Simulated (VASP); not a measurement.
# PbS (P-6m2) in VASP: further runs

PbS is run at these levels: PBEsol; tasks: single point.

Everything below comes from runs of VASP 6.6.1. Logs are shortened: lines on timing, memory, paths and dates and some standing lists are left out, and cuts for length are marked.

## (1) The cell of the first run

The structure is hexagonal, space group P-6m2 (No. 187). The conventional cell has a = 4.090 Å, b = 4.090 Å, c = 3.788 Å, α = 90.00°, β = 90.00°, γ = 120.00°. Within 4.0 Å of Pb (site symmetry -6m2) lie 6 S at 3.03 Å and 2 Pb at 3.79 Å. S (site symmetry -6m2) has 6 Pb at 3.03 Å and 2 S at 3.79 Å within 4.0 Å.

## (2) Single point, PBEsol

File INCAR:

```
SYSTEM = PbS
PREC = Accurate
ENCUT = 500
EDIFF = 1E-6
ISMEAR = 0
SIGMA = 0.02
LREAL = .False.
LASPH = .True.
NELM = 120
ALGO = Normal
ISIF = 2
LWAVE = .False.
LCHARG = .False.
GGA = PS
NBANDS = 17
GGA_COMPAT = .False.
```

File KPOINTS:

```
regular mesh
0
Gamma
  6 6 6
  0 0 0
```

File POSCAR:

```
PbS
1.0
    4.0897000000      0.0000000000      0.0000000000
   -2.0448500000      3.5417800000      0.0000000000
    0.0000000000      0.0000000000      3.7881700000
Pb S
1 1
Direct
    0.0000000000      0.0000000000      0.0000000000
    0.6666666667      0.3333333333      0.5000000000
```

Potentials or basis: VASP PAW PBE potentials, release 64 (Pb_d, S).

On the command line:

```
cat potpaw_PBE.64/Pb_d/POTCAR potpaw_PBE.64/S/POTCAR > POTCAR
mpirun -np 1 vasp_std > vasp.out
```

OUTCAR:

```text
SYSTEM = PbS
   PREC = Accurate
   ENCUT = 500
   EDIFF = 1E-6
   ISMEAR = 0
   LREAL = .False.
   LASPH = .True.
   NELM = 120
   ISIF = 2
   GGA = PS

 ion  position               nearest neighbor table
   1  0.000  0.000  0.000-   2 3.03   2 3.03   2 3.03   2 3.03   2 3.03   2 3.03
   2  0.667  0.333  0.500-   1 3.03   1 3.03   1 3.03   1 3.03   1 3.03   1 3.03

  LATTYP: Found a hexagonal cell.
 ALAT       =     4.0897000000
 C/A-ratio  =     0.9262708756

  Lattice vectors:

 A1 = (   4.0897000000,   0.0000000000,   0.0000000000)
 A2 = (  -2.0448500000,   3.5417800000,   0.0000000000)
 A3 = (   0.0000000000,   0.0000000000,   3.7881700000)

Analysis of symmetry for initial positions (statically):
=====================================================================
 Subroutine PRICEL returns:
 Original cell was already a primitive cell.

 Routine SETGRP: Setting up the symmetry group for a
 hexagonal supercell.

 Subroutine GETGRP returns: Found 12 space group operations
 (whereof 12 operations were pure point group operations)
 out of a pool of 24 trial point group operations.

The static configuration has the point symmetry D_3h.

Analysis of symmetry for dynamics (positions and initial velocities):
=====================================================================
 Subroutine PRICEL returns:
 Original cell was already a primitive cell.

 Routine SETGRP: Setting up the symmetry group for a
 hexagonal supercell.

 Subroutine GETGRP returns: Found 12 space group operations
 (whereof 12 operations were pure point group operations)
 out of a pool of 24 trial point group operations.

The dynamic configuration has the point symmetry D_3h.

 Subroutine INISYM returns: Found 12 space group operations
 (whereof 12 operations are pure point group operations),
 and found     1 'primitive' translations

----------------------------------------------------------------------------------------

                                     Primitive cell

  volume of cell :      54.8710

  direct lattice vectors                    reciprocal lattice vectors
     4.089700000  0.000000000  0.000000000     0.244516713  0.141171953  0.000000000
    -2.044850000  3.541780000  0.000000000     0.000000000  0.282343906  0.000000000
     0.000000000  0.000000000  3.788170000     0.000000000  0.000000000  0.263979705

  length of vectors
     4.089700000  4.089696455  3.788170000     0.282343661  0.282343906  0.263979705

  position of ions in fractional coordinates (direct lattice)
     0.000000000  0.000000000  0.000000000
     0.666666667  0.333333333  0.500000000

  ion indices of the primitive-cell ions
   primitive index   ion index
                 1           1
                 2           2

----------------------------------------------------------------------------------------

 KPOINTS: regular mesh

Automatic generation of k-mesh.
 Grid dimensions read from file:
 generate k-points for:    6    6    6

 Generating k-lattice:

  Cartesian coordinates                     Fractional coordinates (reciprocal lattice)
     0.040752785  0.023528659  0.000000000     0.166666667 -0.000000000  0.000000000
     0.000000000  0.047057318  0.000000000     0.000000000  0.166666667  0.000000000
     0.000000000  0.000000000  0.043996618     0.000000000  0.000000000  0.166666667

  Length of vectors
     0.047057277  0.047057318  0.043996618

  Shift w.r.t. Gamma in fractional coordinates (k-lattice)
     0.000000000  0.000000000  0.000000000

 Subroutine IBZKPT returns following result:
 ===========================================

 Found     28 irreducible k-points:

 Following reciprocal coordinates:
            Coordinates               Weight
  0.000000  0.000000  0.000000      1.000000
  0.166667  0.000000  0.000000      6.000000
  0.333333  0.000000  0.000000      6.000000
  0.500000 -0.000000  0.000000      3.000000
  0.166667  0.166667  0.000000      6.000000
  0.333333  0.166667  0.000000     12.000000
[... 16 lines left out ...]
  0.166667  0.000000  0.500000      6.000000
  0.333333  0.000000  0.500000      6.000000
 [... further k-points ...]
   k-points           NKPTS =     28   k-points in BZ     NKDIM =     28   number of bands    NBANDS=     17
   number of dos      NEDOS =    301   number of ions     NIONS =      2
   total plane-waves  NPLWV =  25200
   dimension x,y,z NGX =    30 NGY =   30 NGZ =   28
   dimension x,y,z NGXF=    60 NGYF=   60 NGZF=   56
   ions per type =               1   1
   NGX,Y,Z   is equivalent  to a cutoff of  12.19, 12.19, 12.29 a.u.
   NGXF,Y,Z  is equivalent  to a cutoff of  24.39, 24.39, 24.58 a.u.
 SYSTEM =  PbS
   PREC   = accura    normal or accurate (medium, high low for compatibility)
   ISTART =      0    job   : 0-new  1-cont  2-samecut
   ICHARG =      2    charge: 1-file 2-atom 10-const
   ISPIN  =      1    spin polarized calculation?
   LNONCOLLINEAR =      F non collinear calculations
   LSORBIT =      F    spin-orbit coupling
   LASPH  =      T    aspherical Exc in radial PAW
   ENCUT  =  500.0 eV  36.75 Ry    6.06 a.u.   7.46  7.46  6.91*2*pi/ulx,y,z
   NELM   =    120;   NELMIN=  2; NELMDL= -5     # of ELM steps
   EDIFF  = 0.1E-05   stopping-criterion for ELM
   LREAL  =      F    real-space projection
   EDIFFG = 0.1E-04   stopping-criterion for IOM
   NSW    =      0    number of steps for IOM
   IBRION =     -1    ionic relax: 0-MD 1-quasi-New 2-CG
   NFREE  =      0    steps in history (QN), initial steepest desc. (CG)
   ISIF   =      2    stress and relaxation
   ISYM   =      2    0-nonsym 1-usesym 2-fastsym
   POTIM  = 0.5000    time-step for ionic-motion
   TEBEG  =    0.0;   TEEND  =   0.0 temperature during run
   PSTRESS=    0.0 pullay stress
   NELECT =      20.0000    total number of electrons
   NUPDOWN=      -1.0000    fix difference up-down
   EMIN   =  10.00;   EMAX   =-10.00  energy-range for DOS
   EFERMI =   0.00;   METHOD = LEGACY
   ISMEAR =     0;   SIGMA  =   0.02  broadening in eV -4-tet -1-fermi 0-gaus
   EFERMI_NEDOS =   21; number of points for ismear=-14 and -15
   IALGO  =     38    algorithm
   IMIX   =      4    mixing-type and parameters
     AMIX     =   0.40;   BMIX     =  1.00
     AMIX_MAG =   1.60;   BMIX_MAG =  1.00
  volume/ion in A,a.u.               =      27.44       185.14
  Fermi-wavevector in a.u.,A,eV,Ry     =   1.169420  2.209884 18.606567  1.367544
  Thomas-Fermi vector in A             =   2.305893
   LORBIT       =      0    0 simple, 1 ext, 2 COOP (PROOUT), +10 PAW based schemes
   GGA     = PS    functional components
   LHFCALC =     F    Hartree Fock is set to
   AEXX    =    0.0000 exact exchange contribution
   IVDW    =     0    specifies the selected vdW correction
   LEPSILON=     F    determine dielectric tensor
   LRPA    =     F    only Hartree local field effects (RPA)
 non-spin polarized calculation
 Gauss-broadening in eV      SIGMA  =   0.02
  energy-cutoff  :      500.00
  volume of cell :       54.87
 maximum number of plane-waves:      1409
 NGX is ok and might be reduce to    30
   NGX = 15   NGY = 15   NGZ = 13

 number of electron      19.9999998 magnetization

 Free energy of the ion-electron system (eV)
  ---------------------------------------------------
  ext. energy  EPLUGINS =         0.00000000
  ---------------------------------------------------
  free energy    TOTEN  =        -9.18987138 eV

  energy without entropy =       -9.18987125  energy(sigma->0) =       -9.18987132

 E-fermi :   5.1217     XC(G=0):  -9.6405

 val. band max:        5.0701371818   @ k =   0.0000   0.0000   0.5000
 cond. band min:       5.1758096679   @ k =   0.3333   0.3333   0.0000
 fundamental gap:      0.1056724861
 Fermi energy:         5.1217403357

 k-point     1 :       0.0000    0.0000    0.0000
  band No.  band energies     occupation
      1     -11.7619      2.00000
      2     -11.7369      2.00000
      3     -11.7369      2.00000
      4     -11.6388      2.00000
      5     -11.6388      2.00000
      6      -8.1120      2.00000
[... 9 lines left out ...]
     16      16.0403      0.00000
     17      16.0423      0.00000

 k-point     2 :       0.1667    0.0000    0.0000
  band No.  band energies     occupation
      1     -11.7564      2.00000
      2     -11.7415      2.00000
      3     -11.7209      2.00000
      4     -11.6471      2.00000
      5     -11.6406      2.00000
      6      -7.8972      2.00000
[... 9 lines left out ...]
     16      14.9777      0.00000
     17      15.6575      0.00000

 k-point     3 :       0.3333    0.0000    0.0000
  band No.  band energies     occupation
      1     -11.7666      2.00000
      2     -11.7301      2.00000
      3     -11.6884      2.00000
      4     -11.6636      2.00000
      5     -11.6442      2.00000
      6      -7.3634      2.00000
[... 9 lines left out ...]
     16      15.7351      0.00000
     17      16.1209      0.00000

 k-point     4 :       0.5000   -0.0000    0.0000
  band No.  band energies     occupation
      1     -11.7748      2.00000
      2     -11.7214      2.00000
      3     -11.6720      2.00000
      4     -11.6718      2.00000
      5     -11.6460      2.00000
      6      -7.0029      2.00000
[... 9 lines left out ...]
     16      16.0698      0.00000
     17      16.1600      0.00000
[... 343 lines left out ...]
      1     -11.7282      2.00000
      2     -11.7282      2.00000
      3     -11.6855      2.00000
      4     -11.6855      2.00000
      5     -11.6408      2.00000
      6      -6.9872      2.00000
[... 9 lines left out ...]
     16      13.7315      0.00000
     17      13.7316      0.00000

 k-point    23 :       0.1667    0.0000    0.5000
  band No.  band energies     occupation
      1     -11.7314      2.00000
      2     -11.7131      2.00000
      3     -11.7090      2.00000
      4     -11.6886      2.00000
      5     -11.6304      2.00000
      6      -6.8404      2.00000
[... 9 lines left out ...]
     16      13.8221      0.00000
     17      14.8632      0.00000

 k-point    24 :       0.3333    0.0000    0.5000
  band No.  band energies     occupation
      1     -11.7536      2.00000
      2     -11.7400      2.00000
      3     -11.6948      2.00000
      4     -11.6828      2.00000
      5     -11.6078      2.00000
      6      -6.5242      2.00000
[... 9 lines left out ...]
     16      15.5535      0.00000
     17      17.2673      0.00000

 [... further k-points ...]

------------------------ aborting loop because EDIFF is reached ----------------------------------------

  FORCE on cell =-STRESS in cart. coord.  units (eV):
  Direction    XX          YY          ZZ          XY          YZ          ZX
  --------------------------------------------------------------------------------------
  -------------------------------------------------------------------------------------
  Total       -1.0003620     -1.0003597     -1.0760026      0.0000000      0.0000000     -0.0000000
  in kB      -29.2095775    -29.2095099    -31.4182091      0.0000000      0.0000000     -0.0000000
  external PRESSURE =     -29.9457655 kB  Pullay stress =       0.0000000 kB

 VOLUME and BASIS-vectors are now :
 -----------------------------------------------------------------------------
  energy-cutoff  :      500.00
  volume of cell :       54.87
      direct lattice vectors                 reciprocal lattice vectors
     4.089700000  0.000000000  0.000000000     0.244516713  0.141171953  0.000000000
    -2.044850000  3.541780000  0.000000000     0.000000000  0.282343906  0.000000000
     0.000000000  0.000000000  3.788170000     0.000000000  0.000000000  0.263979705

 POSITION                                       TOTAL-FORCE (eV/Angst)
 -----------------------------------------------------------------------------------
      0.00000      0.00000      0.00000        -0.000000     -0.000000      0.000000
      2.04485      1.18059      1.89409         0.000000      0.000000      0.000000
 -----------------------------------------------------------------------------------
    total drift:                               -0.000000     -0.000000      0.000000

  FREE ENERGIE OF THE ION-ELECTRON SYSTEM (eV)
  ---------------------------------------------------
  free  energy   TOTEN  =        -9.1898713842 eV

  energy  without entropy=       -9.1898712471  energy(sigma->0) =       -9.18987132
```

It took 16 s on 1 thread of Intel Xeon Platinum 8488C (Sapphire Rapids), shared host; peak memory 0.17 GiB.

Results:

```yaml
Free_energy: -9.1899 eV
Pressure: -3.0 GPa
Band_gap_on_the_k_mesh: zero (band 10 reaches 5.18 eV, above the bottom of band 11 at 4.64 eV)
```

Stress tensor (GPa, compression positive):
```
-2.92  0.00  0.00
 0.00 -2.92  0.00
 0.00  0.00 -3.14
```

Caveat: the PAW data sets were made with another functional, which shifts forces and pressure a little; spin-orbit coupling is left out, which moves the levels of the heavy elements.

## (3) Single point, PBEsol

This run uses another cell than the first one, of 27.85 Å³/atom, 1.015 times its volume.

File INCAR:

```
PREC = Accurate
ENCUT = 500
EDIFF = 1E-6
ISMEAR = 0
SIGMA = 0.02
LREAL = False
LASPH = True
NELM = 120
ALGO = Normal
ISIF = 2
LWAVE = False
LCHARG = False
GGA = PS
NBANDS = 17
GGA_COMPAT = False
```

File KPOINTS:

```
Automatic mesh
0
Gamma
  6 6 6
```

Changes to POSCAR since step 2:

```diff
@@ -4,3 +4,3 @@
    -2.0448500000      3.5417800000      0.0000000000
-    0.0000000000      0.0000000000      3.7881700000
+    0.0000000000      0.0000000000      3.8449925500
 Pb S
```

Potentials or basis: VASP PAW PBE potentials, release 64 (Pb_d, S).

On the command line:

```
cat potpaw_PBE.64/Pb_d/POTCAR potpaw_PBE.64/S/POTCAR > POTCAR
mpirun -np 1 vasp_std > vasp.out
```

It took 16 s on 1 thread of Intel Xeon Platinum 8488C (Sapphire Rapids), shared host; peak memory 0.17 GiB.

Results (log left out):

- Free energy: -9.1697 eV
- Pressure: -3.8 GPa
- Band gap on the k mesh: zero (band 10 reaches 4.96 eV, above the bottom of band 11 at 4.48 eV)

Stress tensor (GPa, compression positive):
```
-3.31  0.00  0.00
 0.00 -3.31  0.00
 0.00  0.00 -4.83
```

Levels at points of the mesh, in eV from the Fermi level:
```csv
k point,band 6,band 7,band 8,band 9,band 10,band 11,band 12,band 13,band 14,band 15
"(0.00, 0.00, 0.00)",-13.10,-6.58,-2.27,-1.63,-1.63,3.43,3.43,5.11,6.25,6.89
"(0.50, 0.00, 0.00)",-12.01,-8.46,-2.64,-1.89,-1.25,1.70,3.68,5.09,5.23,10.83
"(0.00, 0.00, 0.50)",-12.03,-9.04,-1.07,-1.07,-0.02,0.82,3.79,3.79,8.16,8.16
"(0.50, 0.00, 0.50)",-11.41,-7.47,-4.06,-4.05,-1.41,2.05,2.62,2.75,8.09,10.28
```

Caveat: the PAW data sets were made with another functional, which shifts forces and pressure a little; spin-orbit coupling is left out, which moves the levels of the heavy elements.

[end of part 1 of 2]
